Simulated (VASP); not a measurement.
A run of VASP 6.6.1:

Contents of INCAR:

```
SYSTEM = BaZrO3
PREC     = Accurate       ! precision mode
ENCUT    = 520            ! plane-wave cutoff, eV
EDIFF    = 1E-8           ! SCF threshold, eV
ISMEAR   = 0              ! smearing method
SIGMA    = 0.01           ! smearing width, eV
LREAL    = .False.        ! projectors in reciprocal space
LASPH    = .True.         ! aspherical terms in the spheres
NELM     = 60             ! most SCF steps
ALGO     = Normal         ! electronic algorithm
ISIF     = 2              ! what is computed and relaxed
LWAVE    = .False.        ! write WAVECAR
LCHARG   = .False.        ! write CHGCAR
NBANDS   = 28             ! bands
IBRION   = 8              ! ionic algorithm
NSW      = 1              ! ionic steps
```

The input KPOINTS:

```
regular mesh
0
Gamma
  4 4 4
  0 0 0
```

File POSCAR:

```
BaZrO3
1.0
    4.1679967092      0.0000000000      0.0000000000
    0.0000000000      4.1679967092      0.0000000000
    0.0000000000      0.0000000000      4.1679967092
Ba Zr O
1 1 3
Direct
    0.0000000000      0.0000000000      0.0000000000
    0.5000000000      0.5000000000      0.5000000000
    0.0000000000      0.5000000000      0.5000000000
    0.5000000000      0.0000000000      0.5000000000
    0.5000000000      0.5000000000      0.0000000000
```

Potentials or basis: VASP PAW LDA potentials, release 64 (Ba_sv, Zr_sv, O).

Run with:

```console
$ cat potpaw_LDA.64/Ba_sv/POTCAR potpaw_LDA.64/Zr_sv/POTCAR potpaw_LDA.64/O/POTCAR > POTCAR
$ mpirun -np 1 vasp_std > vasp.out
```

Hardware: 1 thread of Intel Xeon 6975P-C, with other jobs on the host.

**Question.** How long does it take, and how much memory?

**Answer.** Run time: 4.1 min on 1 thread of Intel Xeon 6975P-C (shared host), peak memory 0.29 GiB. Counts: scf iterations 111, k points 10.
